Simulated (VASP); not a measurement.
# Bi (Fm-3m) in VASP: density of states with PBE

Aim: the density of states of Bi with PBE.

Everything below comes from runs of VASP 6.6.1. Logs are shortened: lines on timing, memory, paths and dates and some standing lists are left out, and cuts for length are marked.

## (1) The cell of the first run

Symmetry: Fm-3m, No. 225, cubic system. Conventional cell: a = 3.708 Å, b = 3.708 Å, c = 3.708 Å, α = 90.00°, β = 90.00°, γ = 90.00°. Within 3.5 Å of Bi (site symmetry m-3m) lie 12 Bi at 2.62 Å.

## (2) Density of states, PBE (volume scaled by 0.4)

Contents of POSCAR:

```
Bi
1.0
    0.0000000000      1.8539334194      1.8539334194
    1.8539334194      0.0000000000      1.8539334194
    1.8539334194      1.8539334194      0.0000000000
Bi
1
Direct
    0.0000000000      0.0000000000      0.0000000000
```

Contents of INCAR.step1:

```
SYSTEM = Bi
PREC     = Accurate       ! precision mode
ENCUT    = 520            ! plane-wave cutoff, eV
EDIFF    = 1E-7           ! SCF threshold, eV
ISMEAR   = -1             ! smearing method
SIGMA    = 0.05           ! smearing width, eV
LREAL    = .False.        ! projectors in reciprocal space
LASPH    = .True.         ! aspherical terms in the spheres
NELM     = 60             ! most SCF steps
ALGO     = Normal         ! electronic algorithm
ISIF     = 2              ! what is computed and relaxed
LWAVE    = .False.        ! write WAVECAR
LCHARG   = .True.         ! write CHGCAR
GGA      = PE             ! functional
NBANDS   = 14             ! bands
```

Contents of KPOINTS.step1:

```
regular mesh
0
Gamma
  14 14 14
  0 0 0
```

Contents of INCAR.step2:

```
SYSTEM = Bi
PREC     = Accurate       ! precision mode
ENCUT    = 520            ! plane-wave cutoff, eV
EDIFF    = 1E-7           ! SCF threshold, eV
ISMEAR   = -5             ! smearing method
SIGMA    = 0.05           ! smearing width, eV
LREAL    = .False.        ! projectors in reciprocal space
LASPH    = .True.         ! aspherical terms in the spheres
NELM     = 60             ! most SCF steps
ALGO     = Normal         ! electronic algorithm
ISIF     = 2              ! what is computed and relaxed
LWAVE    = .False.        ! write WAVECAR
LCHARG   = .False.        ! write CHGCAR
GGA      = PE             ! functional
LORBIT   = 11             ! projections on sites
NEDOS    = 1001           ! points of the DOS
ICHARG   = 11             ! starting density
```

Contents of KPOINTS.step2:

```
regular mesh
0
Gamma
  21 21 21
  0 0 0
```

Potentials or basis: VASP PAW PBE potentials, release 64 (Bi_d).

The run is started by

```
cat potpaw_PBE.64/Bi_d/POTCAR > POTCAR
cp INCAR.step1 INCAR
cp KPOINTS.step1 KPOINTS
mpirun -np 1 vasp_std > vasp.out
cp INCAR.step2 INCAR
cp KPOINTS.step2 KPOINTS
mpirun -np 1 vasp_std > vasp.out
```

OUTCAR:

```text
SYSTEM = Bi
   PREC = Accurate
   ENCUT = 520
   EDIFF = 1E-7
   ISMEAR = -5
   LREAL = .False.
   LASPH = .True.
   NELM = 60
   ISIF = 2
   GGA = PE
   LORBIT = 11
   ICHARG = 11

 ion  position               nearest neighbor table
   1  0.000  0.000  0.000-

  LATTYP: Found a face centered cubic cell.
 ALAT       =     3.7078668388

  Lattice vectors:

 A1 = (   0.0000000000,   1.8539334194,   1.8539334194)
 A2 = (   1.8539334194,   0.0000000000,   1.8539334194)
 A3 = (   1.8539334194,   1.8539334194,   0.0000000000)

Analysis of symmetry for initial positions (statically):
=====================================================================
 Subroutine PRICEL returns:
 Original cell was already a primitive cell.

 Routine SETGRP: Setting up the symmetry group for a
 face centered cubic supercell.

 Subroutine GETGRP returns: Found 48 space group operations
[... 9 lines left out ...]

 Routine SETGRP: Setting up the symmetry group for a
 face centered cubic supercell.

 Subroutine GETGRP returns: Found 48 space group operations
[... 11 lines left out ...]
                                     Primitive cell

  volume of cell :      12.7442

  direct lattice vectors                    reciprocal lattice vectors
     0.000000000  1.853933419  1.853933419    -0.269696848  0.269696848  0.269696848
     1.853933419  0.000000000  1.853933419     0.269696848 -0.269696848  0.269696848
     1.853933419  1.853933419  0.000000000     0.269696848  0.269696848 -0.269696848

  length of vectors
     2.621857785  2.621857785  2.621857785     0.467128644  0.467128644  0.467128644

  position of ions in fractional coordinates (direct lattice)
     0.000000000  0.000000000  0.000000000

  ion indices of the primitive-cell ions
   primitive index   ion index
                 1           1

----------------------------------------------------------------------------------------

 KPOINTS: regular mesh

Automatic generation of k-mesh.
 Grid dimensions read from file:
 generate k-points for:   21   21   21

 Generating k-lattice:

  Cartesian coordinates                     Fractional coordinates (reciprocal lattice)
    -0.012842707  0.012842707  0.012842707     0.047619048  0.000000000  0.000000000
     0.012842707 -0.012842707  0.012842707     0.000000000  0.047619048  0.000000000
[... 58 lines left out ...]
   ENCUT  =  520.0 eV  38.22 Ry    6.18 a.u.   4.87  4.87  4.87*2*pi/ulx,y,z
   NELM   =     60;   NELMIN=  2; NELMDL=  0     # of ELM steps
   EDIFF  = 0.1E-06   stopping-criterion for ELM
   LREAL  =      F    real-space projection
   EDIFFG = 0.1E-05   stopping-criterion for IOM
   NSW    =      0    number of steps for IOM
   IBRION =     -1    ionic relax: 0-MD 1-quasi-New 2-CG
   NFREE  =      0    steps in history (QN), initial steepest desc. (CG)
   ISIF   =      2    stress and relaxation
   ISYM   =      2    0-nonsym 1-usesym 2-fastsym
   POTIM  = 0.5000    time-step for ionic-motion
   TEBEG  =    0.0;   TEEND  =   0.0 temperature during run
   PSTRESS=    0.0 pullay stress
   NELECT =      15.0000    total number of electrons
   NUPDOWN=      -1.0000    fix difference up-down
   EMIN   =  10.00;   EMAX   =-10.00  energy-range for DOS
   EFERMI =   0.00;   METHOD = LEGACY
   ISMEAR =    -5;   SIGMA  =   0.05  broadening in eV -4-tet -1-fermi 0-gaus
   EFERMI_NEDOS =   21; number of points for ismear=-14 and -15
   IALGO  =     38    algorithm
   IMIX   =      4    mixing-type and parameters
     AMIX     =   0.40;   BMIX     =  1.00
     AMIX_MAG =   1.60;   BMIX_MAG =  1.00
  volume/ion in A,a.u.               =      12.74        86.00
  Fermi-wavevector in a.u.,A,eV,Ry     =   1.728494  3.266379 40.649994  2.987690
  Thomas-Fermi vector in A             =   2.803418
   LORBIT       =     11    0 simple, 1 ext, 2 COOP (PROOUT), +10 PAW based schemes
   GGA     = PE    functional components
   LHFCALC =     F    Hartree Fock is set to
   AEXX    =    0.0000 exact exchange contribution
   IVDW    =     0    specifies the selected vdW correction
   LEPSILON=     F    determine dielectric tensor
   LRPA    =     F    only Hartree local field effects (RPA)
 non-spin polarized calculation
 Fermi weights with tetrahedron method with Bloechl corrections
  energy-cutoff  :      520.00
  volume of cell :       12.74
 maximum number of plane-waves:       352

 number of electron      15.0000006 magnetization

 Free energy of the ion-electron system (eV)
  ---------------------------------------------------
  ext. energy  EPLUGINS =         0.00000000
  ---------------------------------------------------
  free energy    TOTEN  =         6.30313482 eV

  energy without entropy =        6.30313482  energy(sigma->0) =        6.30313482

 E-fermi :  25.6289     XC(G=0): -15.3462

 val. band max:       25.7091557212   @ k =   0.4762   0.2857   0.0952
 cond. band min:      25.3451210383   @ k =   0.4286   0.2857   0.1429
 fundamental gap:     -0.3640346830
 Fermi energy:        25.6289248433

 k-point     1 :       0.0000    0.0000    0.0000
  band No.  band energies     occupation
      1      -0.7028      2.00000
      2      -0.7028      2.00000
      3      -0.7028      2.00000
      4       0.3684      2.00000
      5       0.3684      2.00000
      6       0.8353      2.00000
      7      30.8337      0.00000
      8      35.3981      0.00000
      9      35.3981      0.00000
     10      35.3981      0.00000
     11      43.0949      0.00000
[... 309 lines left out ...]
 k-point    24 :      -0.3810    0.0476    0.0000
  band No.  band energies     occupation
      1      -1.4770      2.00000
      2      -0.6056      2.00000
      3      -0.5734      2.00000
      4       1.0032      2.00000
      5       1.0903      2.00000
      6       8.2658      2.00000
      7      17.2903      2.00000
      8      30.8244      0.00000
      9      32.5521      0.00000
     10      33.9153      0.00000
     11      40.5993      0.00000

 [... further k-points ...]
[... 5 lines left out ...]
  --------------------------------------------------------------------------------------
  -------------------------------------------------------------------------------------
  Total       31.7873140     31.7873140     31.7873140      0.0000000      0.0000000      0.0000000
  in kB     3996.2441992   3996.2441992   3996.2441992      0.0000000      0.0000000      0.0000000
  external PRESSURE =    3996.2441992 kB  Pullay stress =       0.0000000 kB

 VOLUME and BASIS-vectors are now :
 -----------------------------------------------------------------------------
  energy-cutoff  :      520.00
  volume of cell :       12.74
      direct lattice vectors                 reciprocal lattice vectors
     0.000000000  1.853933419  1.853933419    -0.269696848  0.269696848  0.269696848
     1.853933419  0.000000000  1.853933419     0.269696848 -0.269696848  0.269696848
     1.853933419  1.853933419  0.000000000     0.269696848  0.269696848 -0.269696848

 POSITION                                       TOTAL-FORCE (eV/Angst)
 -----------------------------------------------------------------------------------
      0.00000      0.00000      0.00000        -0.000000     -0.000000     -0.000000
 -----------------------------------------------------------------------------------
    total drift:                                0.000000      0.000000     -0.000000

  FREE ENERGIE OF THE ION-ELECTRON SYSTEM (eV)
  ---------------------------------------------------
  free  energy   TOTEN  =         6.3031348223 eV

  energy  without entropy=        6.3031348223  energy(sigma->0) =        6.30313482

 total charge

# of ion       s       p       d       tot
------------------------------------------
    1        1.637   2.212  10.372  14.222
```

OUTCAR.step1:

```text
SYSTEM = Bi
   PREC = Accurate
   ENCUT = 520
   EDIFF = 1E-7
   ISMEAR = -1
   LREAL = .False.
[... 625 lines left out ...]
 -----------------------------------------------------------------------------------
      0.00000      0.00000      0.00000         0.000000      0.000000      0.000000
 -----------------------------------------------------------------------------------
    total drift:                                0.000000      0.000000      0.000000

  FREE ENERGIE OF THE ION-ELECTRON SYSTEM (eV)
  ---------------------------------------------------
  free  energy   TOTEN  =         6.3035311094 eV

  energy  without entropy=        6.3078675587  energy(sigma->0) =        6.30569933
```

Wall time 64 s (1 thread of Intel Xeon Platinum 8375C at 2.90GHz (Ice Lake), shared host); peak memory 0.15 GiB.

What came out:

| Property | Result |
| --- | --- |
| Valence electrons inside the program's atomic spheres | Bi 14.22 |

Levels at points of the mesh, in eV from the Fermi level:
```tsv
k point	band 4	band 5	band 6	band 7	band 8	band 9	band 10	band 11
(0.00, 0.00, 0.00)	-25.26	-25.26	-24.79	5.20	9.77	9.77	9.77	17.47
```

Caveat: spin-orbit coupling is left out, which moves the levels of the heavy elements; tetrahedron occupations give inexact forces and stress in metals.
